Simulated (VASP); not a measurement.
# Li (Cmmm) in VASP: further runs

Runs on Li. Level: PBE. Tasks: single point.

All numbers are computed with VASP 6.6.1; they aren't measurements. Logs are shortened: lines on timing, memory, paths and dates and some standing lists are left out, and cuts for length are marked.

## Step 1: The cell of the first run

It takes space group Cmmm (No. 65, orthorhombic). The conventional cell has a = 2.882 Å, b = 5.195 Å, c = 2.691 Å, α = 90.00°, β = 90.00°, γ = 90.00°. Li (site symmetry mmm) has 8 Li at 2.69 to 2.97 Å within 3.5 Å.

The cell was built from a structure type or drawn by symmetry, and may not be a known phase.

## Step 2: Single point, PBE

INCAR

```
SYSTEM = Li
PREC = Accurate
ENCUT = 520
EDIFF = 1E-6
ISMEAR = 0
SIGMA = 0.1
LREAL = .FALSE.
LASPH = .TRUE.
NELM = 60
ALGO = Normal
ISIF = 2
LWAVE = .FALSE.
LCHARG = .FALSE.
GGA = PE
NBANDS = 8
```

KPOINTS

```
regular mesh
0
G
  8 8 6
  0 0 0
```

POSCAR

```
Li
1.0
    1.4408251307     -2.5977178375      0.0000000000
    1.4408251307      2.5977178375      0.0000000000
    0.0000000000      0.0000000000      2.6913198476
Li
1
Direct
    0.0000000000      0.0000000000      0.0000000000
```

Potentials or basis: VASP PAW PBE potentials, release 64 (Li_sv).

Started as:

```sh
cat potpaw_PBE.64/Li_sv/POTCAR > POTCAR
mpirun -np 1 vasp_std > vasp.out
```

OUTCAR:

```text
SYSTEM = Li
   PREC = Accurate
   ENCUT = 520
   EDIFF = 1E-6
   ISMEAR = 0
   LREAL = .FALSE.
   LASPH = .TRUE.
   NELM = 60
   ISIF = 2
   GGA = PE

 ion  position               nearest neighbor table
   1  0.000  0.000  0.000-

  LATTYP: Found a base centered orthorhombic cell.
 ALAT       =     2.8816502614
 B/A-ratio  =     1.8029376238
 C/A-ratio  =     0.9339508974

  Lattice vectors:

 A1 = (   1.4408251307,  -2.5977178375,   0.0000000000)
 A2 = (   1.4408251307,   2.5977178375,   0.0000000000)
 A3 = (   0.0000000000,   0.0000000000,   2.6913198476)

Analysis of symmetry for initial positions (statically):
=====================================================================
 Subroutine PRICEL returns:
 Original cell was already a primitive cell.

 Routine SETGRP: Setting up the symmetry group for a
 base centered orthorhombic supercell.

 Subroutine GETGRP returns: Found  8 space group operations
 (whereof  8 operations were pure point group operations)
 out of a pool of  8 trial point group operations.

The static configuration has the point symmetry D_2h.

Analysis of symmetry for dynamics (positions and initial velocities):
=====================================================================
 Subroutine PRICEL returns:
 Original cell was already a primitive cell.

 Routine SETGRP: Setting up the symmetry group for a
 base centered orthorhombic supercell.

 Subroutine GETGRP returns: Found  8 space group operations
 (whereof  8 operations were pure point group operations)
 out of a pool of  8 trial point group operations.

The dynamic configuration has the point symmetry D_2h.

 Subroutine INISYM returns: Found  8 space group operations
 (whereof  8 operations are pure point group operations),
 and found     1 'primitive' translations

----------------------------------------------------------------------------------------

                                     Primitive cell

  volume of cell :      20.1465

  direct lattice vectors                    reciprocal lattice vectors
     1.440825131 -2.597717837  0.000000000     0.347023375 -0.192476640  0.000000000
     1.440825131  2.597717837  0.000000000     0.347023375  0.192476640  0.000000000
     0.000000000  0.000000000  2.691319848     0.000000000  0.000000000  0.371564904

  length of vectors
     2.970541200  2.970541200  2.691319848     0.396828023  0.396828023  0.371564904

  position of ions in fractional coordinates (direct lattice)
     0.000000000  0.000000000  0.000000000

  ion indices of the primitive-cell ions
   primitive index   ion index
                 1           1

----------------------------------------------------------------------------------------

 KPOINTS: regular mesh

Automatic generation of k-mesh.
 Grid dimensions read from file:
 generate k-points for:    8    8    6

 Generating k-lattice:

  Cartesian coordinates                     Fractional coordinates (reciprocal lattice)
     0.043377922 -0.024059580  0.000000000     0.125000000  0.000000000  0.000000000
     0.043377922  0.024059580  0.000000000     0.000000000  0.125000000  0.000000000
     0.000000000  0.000000000  0.061927484     0.000000000  0.000000000  0.166666667

  Length of vectors
     0.049603503  0.049603503  0.061927484

  Shift w.r.t. Gamma in fractional coordinates (k-lattice)
     0.000000000  0.000000000  0.000000000

 Subroutine IBZKPT returns following result:
 ===========================================

 Found     84 irreducible k-points:

 Following reciprocal coordinates:
            Coordinates               Weight
  0.000000  0.000000  0.000000      1.000000
  0.125000 -0.000000  0.000000      4.000000
  0.250000 -0.000000  0.000000      4.000000
  0.375000 -0.000000  0.000000      4.000000
  0.500000 -0.000000  0.000000      2.000000
  0.125000  0.125000  0.000000      2.000000
[... 16 lines left out ...]
  0.125000 -0.000000  0.166667      8.000000
  0.250000 -0.000000  0.166667      8.000000
 [... further k-points ...]
   k-points           NKPTS =     84   k-points in BZ     NKDIM =     84   number of bands    NBANDS=      8
   number of dos      NEDOS =    301   number of ions     NIONS =      1
   total plane-waves  NPLWV =  11520
   dimension x,y,z NGX =    24 NGY =   24 NGZ =   20
   dimension x,y,z NGXF=    48 NGYF=   48 NGZF=   40
   ions per type =               1
   NGX,Y,Z   is equivalent  to a cutoff of  13.43, 13.43, 12.35 a.u.
   NGXF,Y,Z  is equivalent  to a cutoff of  26.86, 26.86, 24.71 a.u.
 SYSTEM =  Li
   PREC   = accura    normal or accurate (medium, high low for compatibility)
   ISTART =      0    job   : 0-new  1-cont  2-samecut
   ICHARG =      2    charge: 1-file 2-atom 10-const
   ISPIN  =      1    spin polarized calculation?
   LNONCOLLINEAR =      F non collinear calculations
   LSORBIT =      F    spin-orbit coupling
   LASPH  =      T    aspherical Exc in radial PAW
   ENCUT  =  520.0 eV  38.22 Ry    6.18 a.u.   5.52  5.52  5.00*2*pi/ulx,y,z
   NELM   =     60;   NELMIN=  2; NELMDL= -5     # of ELM steps
   EDIFF  = 0.1E-05   stopping-criterion for ELM
   LREAL  =      F    real-space projection
   EDIFFG = 0.1E-04   stopping-criterion for IOM
   NSW    =      0    number of steps for IOM
   IBRION =     -1    ionic relax: 0-MD 1-quasi-New 2-CG
   NFREE  =      0    steps in history (QN), initial steepest desc. (CG)
   ISIF   =      2    stress and relaxation
   ISYM   =      2    0-nonsym 1-usesym 2-fastsym
   POTIM  = 0.5000    time-step for ionic-motion
   TEBEG  =    0.0;   TEEND  =   0.0 temperature during run
   PSTRESS=    0.0 pullay stress
   NELECT =       3.0000    total number of electrons
   NUPDOWN=      -1.0000    fix difference up-down
   EMIN   =  10.00;   EMAX   =-10.00  energy-range for DOS
   EFERMI =   0.00;   METHOD = LEGACY
   ISMEAR =     0;   SIGMA  =   0.10  broadening in eV -4-tet -1-fermi 0-gaus
   EFERMI_NEDOS =   21; number of points for ismear=-14 and -15
   IALGO  =     38    algorithm
   IMIX   =      4    mixing-type and parameters
     AMIX     =   0.40;   BMIX     =  1.00
     AMIX_MAG =   1.60;   BMIX_MAG =  1.00
  volume/ion in A,a.u.               =      20.15       135.95
  Fermi-wavevector in a.u.,A,eV,Ry     =   0.867726  1.639764 10.244475  0.752948
  Thomas-Fermi vector in A             =   1.986301
   LORBIT       =      0    0 simple, 1 ext, 2 COOP (PROOUT), +10 PAW based schemes
   GGA     = PE    functional components
   LHFCALC =     F    Hartree Fock is set to
   AEXX    =    0.0000 exact exchange contribution
   IVDW    =     0    specifies the selected vdW correction
   LEPSILON=     F    determine dielectric tensor
   LRPA    =     F    only Hartree local field effects (RPA)
 non-spin polarized calculation
 Gauss-broadening in eV      SIGMA  =   0.10
  energy-cutoff  :      520.00
  volume of cell :       20.15
 maximum number of plane-waves:       559
 NGX is ok and might be reduce to    24

 number of electron       3.0000001 magnetization

 Free energy of the ion-electron system (eV)
  ---------------------------------------------------
  ext. energy  EPLUGINS =         0.00000000
  ---------------------------------------------------
  free energy    TOTEN  =        -1.83086765 eV

  energy without entropy =       -1.82617501  energy(sigma->0) =       -1.82852133

 E-fermi :   0.7176     XC(G=0):  -7.0577

 val. band max:        0.6845634735   @ k =   0.5000   0.2500   0.1667
 cond. band min:       0.7239311778   @ k =   0.5000   0.3750   0.1667
 fundamental gap:      0.0393677042
 Fermi energy:         0.7176384334

 k-point     1 :       0.0000    0.0000    0.0000
  band No.  band energies     occupation
      1     -46.0427      2.00000
      2      -2.9057      2.00000
      3      13.1387      0.00000
      4      13.6777      0.00000
      5      14.3965      0.00000
      6      15.8004      0.00000
      7      17.8269      0.00000
      8      18.8485      0.00000

 k-point     2 :       0.1250   -0.0000    0.0000
  band No.  band energies     occupation
      1     -46.0397      2.00000
      2      -2.6335      2.00000
      3      11.9471      0.00000
      4      12.6906      0.00000
      5      13.4636      0.00000
      6      15.4989      0.00000
      7      17.5944      0.00000
      8      19.8781      0.00000

 k-point     3 :       0.2500   -0.0000    0.0000
  band No.  band energies     occupation
      1     -46.0323      2.00000
      2      -1.8229      2.00000
      3       8.3453      0.00000
      4      11.1936      0.00000
      5      14.2992      0.00000
      6      14.4071      0.00000
      7      19.5111      0.00000
      8      23.1337      0.00000

 k-point     4 :       0.3750   -0.0000    0.0000
  band No.  band energies     occupation
      1     -46.0250      2.00000
      2      -0.5398      2.00000
      3       5.1826      0.00000
      4      10.2085      0.00000
      5      13.8352      0.00000
      6      15.7957      0.00000
      7      20.6679      0.00000
      8      23.3130      0.00000

 k-point     5 :       0.5000   -0.0000    0.0000
  band No.  band energies     occupation
      1     -46.0219      2.00000
      2       0.4937      1.99846
      3       3.5056      0.00000
      4       9.8709      0.00000
      5      13.7254      0.00000
      6      16.7327      0.00000
      7      20.8952      0.00000
      8      21.7408      0.00000
[... 177 lines left out ...]
 k-point    22 :       0.0000    0.0000    0.1667
  band No.  band energies     occupation
      1     -46.0366      2.00000
      2      -2.4786      2.00000
      3       9.0287      0.00000
      4      14.1567      0.00000
      5      14.8669      0.00000
      6      18.3284      0.00000
      7      19.4153      0.00000
      8      19.8903      0.00000

 k-point    23 :       0.1250   -0.0000    0.1667
  band No.  band energies     occupation
      1     -46.0336      2.00000
      2      -2.1997      2.00000
      3       9.0862      0.00000
      4      13.0467      0.00000
      5      13.1971      0.00000
      6      16.7759      0.00000
      7      20.2591      0.00000
      8      21.6852      0.00000

 k-point    24 :       0.2500   -0.0000    0.1667
  band No.  band energies     occupation
      1     -46.0264      2.00000
      2      -1.3689      2.00000
      3       8.1635      0.00000
      4      11.0176      0.00000
      5      11.7388      0.00000
      6      16.0937      0.00000
      7      20.0979      0.00000
      8      23.2079      0.00000

 [... further k-points ...]

------------------------ aborting loop because EDIFF is reached ----------------------------------------

  FORCE on cell =-STRESS in cart. coord.  units (eV):
  Direction    XX          YY          ZZ          XY          YZ          ZX
  --------------------------------------------------------------------------------------
  -------------------------------------------------------------------------------------
  Total       -0.0044640     -0.0016650     -0.0025245     -0.0000000      0.0000000      0.0000000
  in kB       -0.3550034     -0.1324102     -0.2007655     -0.0000000      0.0000000      0.0000000
  external PRESSURE =      -0.2293931 kB  Pullay stress =       0.0000000 kB

 VOLUME and BASIS-vectors are now :
 -----------------------------------------------------------------------------
  energy-cutoff  :      520.00
  volume of cell :       20.15
      direct lattice vectors                 reciprocal lattice vectors
     1.440825131 -2.597717837  0.000000000     0.347023375 -0.192476640  0.000000000
     1.440825131  2.597717837  0.000000000     0.347023375  0.192476640  0.000000000
     0.000000000  0.000000000  2.691319848     0.000000000  0.000000000  0.371564904

 POSITION                                       TOTAL-FORCE (eV/Angst)
 -----------------------------------------------------------------------------------
      0.00000      0.00000      0.00000         0.000000      0.000000      0.000000
 -----------------------------------------------------------------------------------
    total drift:                                0.000000      0.000000     -0.000000

  FREE ENERGIE OF THE ION-ELECTRON SYSTEM (eV)
  ---------------------------------------------------
  free  energy   TOTEN  =        -1.8308676476 eV

  energy  without entropy=       -1.8261750146  energy(sigma->0) =       -1.82852133
```

Wall time 16 s (1 thread of AMD EPYC 7R13, shared host); peak memory 0.1 GiB.

Results:

| Item | Value |
| --- | --- |
| Free energy | -1.8309 eV |
| Band gap on the k mesh | zero (an odd number of electrons rules out a gap without spin polarisation) |

Caveat: the k points lie up to 0.39 Å⁻¹ apart, too coarse for converged energies and pressures of a metal; the cutoff is under 1.25 times the usual one of these potentials, so pressure, stress and relaxed cells hold a basis-set (Pulay) error.

## Step 3: Single point, PBE

This run uses another cell than the first one: it holds 4 atoms, not 1.

INCAR

```
ALGO = Normal
EDIFF = 1E-6
ENCUT = 520
GGA = PE
ISIF = 2
ISMEAR = 0
LASPH = T
LCHARG = T
LELF = T
LREAL = F
LVHAR = T
LWAVE = F
NBANDS = 14
NELM = 80
PREC = Accurate
SIGMA = 0.2
```

KPOINTS

```
k-points
0
Gamma
  8 4 4
```

POSCAR

```
Li
1.0
    0.0000000000      0.0000000000      2.7146078826
   -5.8706403746      0.0000000000      0.0000000000
    2.9353201873     -5.0857989845      0.0000000000
Li
4
Direct
    0.0000000000      0.0000000000      0.0000000000
    1.0000000000      0.5000000000      0.5000000000
    0.0000000000      1.0000000000      0.5000000000
    0.0000000000      0.5000000000      0.0000000000
```

Potentials or basis: VASP PAW PBE potentials, release 64 (Li_sv).

Started as:

```sh
cat potpaw_PBE.64/Li_sv/POTCAR > POTCAR
mpirun -np 1 vasp_std > vasp.out
```

Wall time 46 s (1 thread of AMD EPYC 7R13, shared host); peak memory 0.16 GiB.

The run converged. Its results:

- Free energy: -7.3660 eV
- Band gap on the k mesh: zero (bands 6 and 7 overlap by 4.15 eV)

Levels at points of the mesh, in eV from the Fermi level:
| k point | band 3 | band 4 | band 5 | band 6 | band 7 | band 8 | band 9 | band 10 |
| --- | --- | --- | --- | --- | --- | --- | --- | --- |
| (0.00, 0.00, 0.00) | -46.56 | -46.56 | -3.44 | -0.10 | -0.10 | -0.10 | 2.86 | 2.86 |
| (0.50, 0.00, 0.00) | -46.54 | -46.54 | -0.58 | 2.13 | 3.80 | 3.80 | 3.80 | 4.10 |
| (0.00, 0.50, 0.00) | -46.56 | -46.56 | -2.37 | -2.37 | -0.29 | -0.29 | 4.18 | 4.18 |
| (0.50, 0.50, 0.00) | -46.54 | -46.54 | 0.83 | 0.83 | 2.73 | 2.73 | 3.50 | 3.50 |
| (0.00, 0.00, 0.50) | -46.56 | -46.56 | -2.37 | -2.37 | -0.28 | -0.28 | 4.18 | 4.18 |
| (0.50, 0.00, 0.50) | -46.54 | -46.54 | 0.83 | 0.83 | 2.73 | 2.73 | 3.50 | 3.50 |

Caveat: the cutoff is under 1.25 times the usual one of these potentials, so pressure, stress and relaxed cells hold a basis-set (Pulay) error.
